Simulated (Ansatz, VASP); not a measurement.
**Si in VASP and in Ansatz**

```
CELL_PARAMETERS angstrom
0.00000 2.71744 2.71744
2.71744 0.00000 2.71744
2.71744 2.71744 0.00000
ATOMIC_POSITIONS crystal
Si 0.50000 0.50000 0.50000
Si 0.75000 0.75000 0.75000
```

Alike in both runs: functional PBEsol; k mesh 6 × 6 × 6; occupations fermi-dirac, width 0.05 eV; no spin polarisation.

Ansatz relaxed the structure, and its values are those at the end. VASP's run is a single point on that final structure, the one shown.

|  | VASP | Ansatz |
| --- | --- | --- |
| version | VASP 6.6.1 | Ansatz 0.2.0 |
| potentials or method | VASP PAW PBE potentials, release 64 (Si), cutoff 500 eV | plane waves (420 eV) with PAW (set soft_1), scalar-relativistic |
| valence electrons in the cell | 8 | 8 |

Ansatz gave:

- pressure (GPa): 0.0

Question: Estimate VASP's values.

Answer: Pressure (GPa): 0.1.

VASP's potentials were made for PBE, not for PBEsol, and Ansatz warns of the same on its side.
